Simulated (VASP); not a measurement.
# Rh (P6/mmm) in VASP: a series of runs

Runs on Rh. Level: r2SCAN. Tasks: single point.

Program: VASP 6.6.1. These are calculated values, not measurements. Logs are shortened: lines on timing, memory, paths and dates and some standing lists are left out, and cuts for length are marked.

### 1 The cell of the first run

It takes space group P6/mmm (No. 191, hexagonal). Conventional cell: a = 4.303 Å, b = 4.303 Å, c = 2.640 Å, α = 90.00°, β = 90.00°, γ = 120.00°. Within 3.5 Å of Rh (site symmetry 6/mmm) lie 14 Rh at 2.64 to 2.81 Å. Rh (site symmetry -6m2) has 11 Rh at 2.48 to 2.81 Å within 3.3 Å.

This isn't the form of Rh at room conditions, which is fcc.

### 2 Single point, r2SCAN

Input file POSCAR:

```
Rh
1.0
    4.3029141980      0.0000000000      0.0000000000
   -2.1514570990      3.7264330058      0.0000000000
    0.0000000000      0.0000000000      2.6403584210
Rh
3
Direct
    1.0000000000      1.0000000000      0.0000000000
    0.3333333333      0.6666666667      0.5000000000
    0.6666666667      0.3333333333      0.5000000000
```

Input file INCAR.step1:

```
  PREC = Accurate
  ENCUT = 520
  ISMEAR = -1
  SIGMA = 0.1
  LREAL = False
  LASPH = True
  NELM = 80
  NBANDS = 30
  GGA = PE
  ALGO = Normal
  EDIFF = 1E-4
  LWAVE = True
  LCHARG = False
```

Input file INCAR.step2:

```
  PREC = Accurate
  ENCUT = 520
  EDIFF = 1E-6
  ISMEAR = -1
  SIGMA = 0.1
  LREAL = False
  LASPH = True
  NELM = 80
  ALGO = Normal
  ISIF = 2
  LWAVE = False
  LCHARG = False
  METAGGA = R2SCAN
  LMIXTAU = True
  NBANDS = 30
  ISTART = 1
```

Input file KPOINTS:

```
regular mesh
0
Gamma
  9 9 12
```

Potentials or basis: VASP PAW PBE potentials, release 64 (Rh_pv).

Launch:

```console
cat potpaw_PBE.64/Rh_pv/POTCAR > POTCAR
cp INCAR.step1 INCAR
mpirun -np 1 vasp_std > vasp.out
cp INCAR.step2 INCAR
mpirun -np 1 vasp_std > vasp.out
```

OUTCAR:

```text
PREC = Accurate
   ENCUT = 520
   EDIFF = 1E-6
   ISMEAR = -1
   LREAL = False
   LASPH = True
   NELM = 80
   ISIF = 2
   METAGGA = R2SCAN
   ISTART = 1

 ion  position               nearest neighbor table
   1  0.000  0.000  0.000-   2 2.81   3 2.81   2 2.81   3 2.81   3 2.81   3 2.81   2 2.81   2 2.81
                             3 2.81   3 2.81   2 2.81   2 2.81
   2  0.333  0.667  0.500-   3 2.48   3 2.48   3 2.48   1 2.81   1 2.81   1 2.81   1 2.81   1 2.81
                             1 2.81
   3  0.667  0.333  0.500-   2 2.48   2 2.48   2 2.48   1 2.81   1 2.81   1 2.81   1 2.81   1 2.81
                             1 2.81

  LATTYP: Found a hexagonal cell.
 ALAT       =     4.3029141980
 C/A-ratio  =     0.6136209786

  Lattice vectors:

 A1 = (   4.3029141980,   0.0000000000,   0.0000000000)
 A2 = (  -2.1514570990,   3.7264330058,   0.0000000000)
 A3 = (   0.0000000000,   0.0000000000,   2.6403584210)

Analysis of symmetry for initial positions (statically):
=====================================================================
 Subroutine PRICEL returns:
 Original cell was already a primitive cell.

 Routine SETGRP: Setting up the symmetry group for a
 hexagonal supercell.

 Subroutine GETGRP returns: Found 24 space group operations
 (whereof 24 operations were pure point group operations)
 out of a pool of 24 trial point group operations.

The static configuration has the point symmetry D_6h.

Analysis of symmetry for dynamics (positions and initial velocities):
=====================================================================
 Subroutine PRICEL returns:
 Original cell was already a primitive cell.

 Routine SETGRP: Setting up the symmetry group for a
 hexagonal supercell.

 Subroutine GETGRP returns: Found 24 space group operations
 (whereof 24 operations were pure point group operations)
 out of a pool of 24 trial point group operations.

The dynamic configuration has the point symmetry D_6h.

 Subroutine INISYM returns: Found 24 space group operations
 (whereof 24 operations are pure point group operations),
 and found     1 'primitive' translations

----------------------------------------------------------------------------------------

                                     Primitive cell

  volume of cell :      42.3369

  direct lattice vectors                    reciprocal lattice vectors
     4.302914198  0.000000000  0.000000000     0.232400637  0.134176570  0.000000000
    -2.151457099  3.726433006  0.000000000     0.000000000  0.268353141  0.000000000
     0.000000000  0.000000000  2.640358421     0.000000000  0.000000000  0.378736459

  length of vectors
     4.302914198  4.302914198  2.640358421     0.268353141  0.268353141  0.378736459

  position of ions in fractional coordinates (direct lattice)
     0.000000000  0.000000000  0.000000000
     0.333333333  0.666666667  0.500000000
     0.666666667  0.333333333  0.500000000

  ion indices of the primitive-cell ions
   primitive index   ion index
                 1           1
                 2           2
                 3           3

----------------------------------------------------------------------------------------

 KPOINTS: regular mesh

Automatic generation of k-mesh.
 Grid dimensions read from file:
 generate k-points for:    9    9   12

 Generating k-lattice:

  Cartesian coordinates                     Fractional coordinates (reciprocal lattice)
     0.025822293  0.014908508  0.000000000     0.111111111  0.000000000  0.000000000
     0.000000000  0.029817016  0.000000000     0.000000000  0.111111111  0.000000000
     0.000000000  0.000000000  0.031561372     0.000000000  0.000000000  0.083333333

  Length of vectors
     0.029817016  0.029817016  0.031561372

  Shift w.r.t. Gamma in fractional coordinates (k-lattice)
     0.000000000  0.000000000  0.000000000

 Subroutine IBZKPT returns following result:
 ===========================================

 Found     84 irreducible k-points:

 Following reciprocal coordinates:
            Coordinates               Weight
  0.000000  0.000000  0.000000      1.000000
  0.111111 -0.000000  0.000000      6.000000
  0.222222 -0.000000  0.000000      6.000000
  0.333333  0.000000  0.000000      6.000000
  0.444444 -0.000000  0.000000      6.000000
  0.111111  0.111111  0.000000      6.000000
[... 16 lines left out ...]
  0.333333  0.222222  0.083333     24.000000
  0.333333  0.333333  0.083333      4.000000
 [... further k-points ...]
   k-points           NKPTS =     84   k-points in BZ     NKDIM =     84   number of bands    NBANDS=     30
   number of dos      NEDOS =    301   number of ions     NIONS =      3
   total plane-waves  NPLWV =  20480
   dimension x,y,z NGX =    32 NGY =   32 NGZ =   20
   dimension x,y,z NGXF=    64 NGYF=   64 NGZF=   40
   ions per type =               3
   NGX,Y,Z   is equivalent  to a cutoff of  12.36, 12.36, 12.59 a.u.
   NGXF,Y,Z  is equivalent  to a cutoff of  24.73, 24.73, 25.19 a.u.
 SYSTEM =  unknown system
   PREC   = accura    normal or accurate (medium, high low for compatibility)
   ISTART =      1    job   : 0-new  1-cont  2-samecut
   ICHARG =      0    charge: 1-file 2-atom 10-const
   ISPIN  =      1    spin polarized calculation?
   LNONCOLLINEAR =      F non collinear calculations
   LSORBIT =      F    spin-orbit coupling
   LASPH  =      T    aspherical Exc in radial PAW
   ENCUT  =  520.0 eV  38.22 Ry    6.18 a.u.   8.00  8.00  4.91*2*pi/ulx,y,z
   NELM   =     80;   NELMIN=  2; NELMDL=  0     # of ELM steps
   EDIFF  = 0.1E-05   stopping-criterion for ELM
   LREAL  =      F    real-space projection
   EDIFFG = 0.1E-04   stopping-criterion for IOM
   NSW    =      0    number of steps for IOM
   IBRION =     -1    ionic relax: 0-MD 1-quasi-New 2-CG
   NFREE  =      0    steps in history (QN), initial steepest desc. (CG)
   ISIF   =      2    stress and relaxation
   ISYM   =      2    0-nonsym 1-usesym 2-fastsym
   POTIM  = 0.5000    time-step for ionic-motion
   TEBEG  =    0.0;   TEEND  =   0.0 temperature during run
   PSTRESS=    0.0 pullay stress
   NELECT =      45.0000    total number of electrons
   NUPDOWN=      -1.0000    fix difference up-down
   EMIN   =  10.00;   EMAX   =-10.00  energy-range for DOS
   EFERMI =   0.00;   METHOD = LEGACY
   ISMEAR =    -1;   SIGMA  =   0.10  broadening in eV -4-tet -1-fermi 0-gaus
   EFERMI_NEDOS =   21; number of points for ismear=-14 and -15
   IALGO  =     38    algorithm
   IMIX   =      4    mixing-type and parameters
     AMIX     =   0.40;   BMIX     =  1.00
     AMIX_MAG =   1.60;   BMIX_MAG =  1.00
  volume/ion in A,a.u.               =      14.11        95.23
  Fermi-wavevector in a.u.,A,eV,Ry     =   1.670729  3.157220 37.978429  2.791336
  Thomas-Fermi vector in A             =   2.756176
   LORBIT       =      0    0 simple, 1 ext, 2 COOP (PROOUT), +10 PAW based schemes
   METAGGA = R2SCAN    functional components
   LHFCALC =     F    Hartree Fock is set to
   AEXX    =    0.0000 exact exchange contribution
   IVDW    =     0    specifies the selected vdW correction
   LEPSILON=     F    determine dielectric tensor
   LRPA    =     F    only Hartree local field effects (RPA)
 non-spin polarized calculation
  energy-cutoff  :      520.00
  volume of cell :       42.34
 maximum number of plane-waves:      1161
   NGX = 17   NGY = 17   NGZ =  9

 number of electron      44.9999990 magnetization

 Free energy of the ion-electron system (eV)
  ---------------------------------------------------
  ext. energy  EPLUGINS =         0.00000000
  ---------------------------------------------------
  free energy    TOTEN  =       -71.78735096 eV

  energy without entropy =      -71.60747595  energy(sigma->0) =      -71.69741345

 E-fermi :  11.3032     XC(G=0): -14.9768

 val. band max:       11.2974875235   @ k =   0.2222  -0.0000   0.0833
 cond. band min:      11.3068557405   @ k =   0.3333   0.2222   0.3333
 fundamental gap:      0.0093682170
 Fermi energy:        11.3031530998

 k-point     1 :       0.0000    0.0000    0.0000
  band No.  band energies     occupation
      1     -37.1806      2.00000
      2     -37.1806      2.00000
      3     -36.7764      2.00000
      4     -36.7764      2.00000
      5     -36.5359      2.00000
      6     -36.4058      2.00000
[... 22 lines left out ...]
     29      20.1809      0.00000
     30      20.9786      0.00000

 k-point     2 :       0.1111   -0.0000    0.0000
  band No.  band energies     occupation
      1     -37.1974      2.00000
      2     -37.1779      2.00000
      3     -36.7531      2.00000
      4     -36.7506      2.00000
      5     -36.5302      2.00000
      6     -36.4353      2.00000
[... 22 lines left out ...]
     29      21.8533      0.00000
     30      22.0541      0.00000

 k-point     3 :       0.2222   -0.0000    0.0000
  band No.  band energies     occupation
      1     -37.2343      2.00000
      2     -37.1588      2.00000
      3     -36.6966      2.00000
      4     -36.6950      2.00000
      5     -36.5147      2.00000
      6     -36.5123      2.00000
[... 22 lines left out ...]
     29      23.1406      0.00000
     30      23.9278      0.00000

 k-point     4 :       0.3333    0.0000    0.0000
  band No.  band energies     occupation
      1     -37.2697      2.00000
      2     -37.1102      2.00000
      3     -36.6883      2.00000
      4     -36.6284      2.00000
      5     -36.5702      2.00000
      6     -36.4934      2.00000
[... 616 lines left out ...]
     29      23.3302      0.00000
     30      27.3618      0.00000

 k-point    23 :       0.3333    0.2222    0.0833
  band No.  band energies     occupation
      1     -37.2577      2.00000
      2     -37.0308      2.00000
      3     -36.8530      2.00000
      4     -36.5485      2.00000
      5     -36.5396      2.00000
      6     -36.4997      2.00000
[... 22 lines left out ...]
     29      25.1642      0.00000
     30      27.1446      0.00000

 k-point    24 :       0.3333    0.3333    0.0833
  band No.  band energies     occupation
      1     -37.2513      2.00000
      2     -36.9552      2.00000
      3     -36.9552      2.00000
      4     -36.5295      2.00000
      5     -36.5295      2.00000
      6     -36.5064      2.00000
[... 22 lines left out ...]
     29      25.4244      0.00000
     30      25.4244      0.00000

 [... further k-points ...]

------------------------ aborting loop because EDIFF is reached ----------------------------------------

  FORCE on cell =-STRESS in cart. coord.  units (eV):
  Direction    XX          YY          ZZ          XY          YZ          ZX
  --------------------------------------------------------------------------------------
  -------------------------------------------------------------------------------------
  Total        0.3750673      0.3750673      0.3371906      0.0000000      0.0000000      0.0000000
  in kB       14.1938709     14.1938709     12.7604852      0.0000000      0.0000000      0.0000000
  external PRESSURE =      13.7160757 kB  Pullay stress =       0.0000000 kB

 VOLUME and BASIS-vectors are now :
 -----------------------------------------------------------------------------
  energy-cutoff  :      520.00
  volume of cell :       42.34
      direct lattice vectors                 reciprocal lattice vectors
     4.302914198  0.000000000  0.000000000     0.232400637  0.134176570  0.000000000
    -2.151457099  3.726433006  0.000000000     0.000000000  0.268353141  0.000000000
     0.000000000  0.000000000  2.640358421     0.000000000  0.000000000  0.378736459

 POSITION                                       TOTAL-FORCE (eV/Angst)
 -----------------------------------------------------------------------------------
      0.00000      0.00000      0.00000         0.000000      0.000000      0.000000
     -0.00000      2.48429      1.32018        -0.000000      0.000000      0.000000
      2.15146      1.24214      1.32018         0.000000      0.000000      0.000000
 -----------------------------------------------------------------------------------
    total drift:                               -0.000000      0.000000      0.000000

  FREE ENERGIE OF THE ION-ELECTRON SYSTEM (eV)
  ---------------------------------------------------
  free  energy   TOTEN  =       -71.7873509621 eV

  energy  without entropy=      -71.6074759463  energy(sigma->0) =      -71.69741345
```

It took 92 s on 1 thread of Intel Xeon 6975P-C (Granite Rapids), shared host; peak memory 0.21 GiB.

What came out:

```yaml
Free_energy: -71.7874 eV
Pressure: 1.4 GPa
Band_gap_on_the_k_mesh: zero (an odd number of electrons rules out a gap without spin polarisation)
```

Caveat: the PAW data sets were made with another functional, which shifts forces and pressure a little.

### 3 Single point, r2SCAN (12.42 Å³/atom)

This run uses another cell than the first one, of 12.42 Å³/atom.

Input file POSCAR:

```
Rh
1.0
    4.1234137063      0.0000000000      0.0000000000
   -2.0617068532      3.5709810200      0.0000000000
    0.0000000000      0.0000000000      2.5302131536
Rh
3
Direct
    1.0000000000      1.0000000000      0.0000000000
    0.3333333333      0.6666666667      0.5000000000
    0.6666666667      0.3333333333      0.5000000000
```

Input file INCAR.step1:

```
SYSTEM = Rh
ALGO = Normal ; EDIFF = 1E-4
ENCUT = 520 ; GGA = PE
ISMEAR = -1 ; LASPH = .TRUE.
LCHARG = .FALSE. ; LREAL = .FALSE.
LWAVE = .TRUE. ; NBANDS = 30
NELM = 60 ; PREC = Accurate
SIGMA = 0.1
```

Input file INCAR.step2:

```
SYSTEM = Rh
ALGO = Normal ; EDIFF = 1E-6
ENCUT = 520 ; ISIF = 2
ISMEAR = -1 ; ISTART = 1
LASPH = .TRUE. ; LCHARG = .FALSE.
LMIXTAU = .TRUE. ; LREAL = .FALSE.
LWAVE = .FALSE. ; METAGGA = R2SCAN
NBANDS = 30 ; NELM = 60
PREC = Accurate ; SIGMA = 0.1
```

Input file KPOINTS:

```
k-points
0
G
  10 10 13
  0 0 0
```

Potentials or basis: VASP PAW PBE potentials, release 64 (Rh_pv).

Launch:

```console
cat potpaw_PBE.64/Rh_pv/POTCAR > POTCAR
cp INCAR.step1 INCAR
mpirun -np 1 vasp_std > vasp.out
cp INCAR.step2 INCAR
mpirun -np 1 vasp_std > vasp.out
```

Run time: 2.1 min. Hardware: 1 thread of Intel Xeon 6975P-C (Granite Rapids), shared host; peak memory 0.22 GiB.

Results (log left out):

```yaml
Free_energy: -71.0982 eV
Pressure: 48.3 GPa
Band_gap_on_the_k_mesh: zero (an odd number of electrons rules out a gap without spin polarisation)
```

Stress tensor (GPa, compression positive):
```
50.08  0.00  0.00
 0.00 50.08  0.00
 0.00  0.00 44.83
```

Levels at points of the mesh, in eV from the Fermi level:
```csv
k point,band 21,band 22,band 23,band 24,band 25,band 26
"(0.00, 0.00, 0.00)",-2.11,-2.02,-2.02,0.97,0.97,9.83
"(0.50, 0.00, 0.00)",-0.27,0.09,0.13,0.15,0.53,1.07
```

Caveat: the stress differs along the axes, from 45 to 50 GPa; the PAW data sets were made with another functional, which shifts forces and pressure a little.
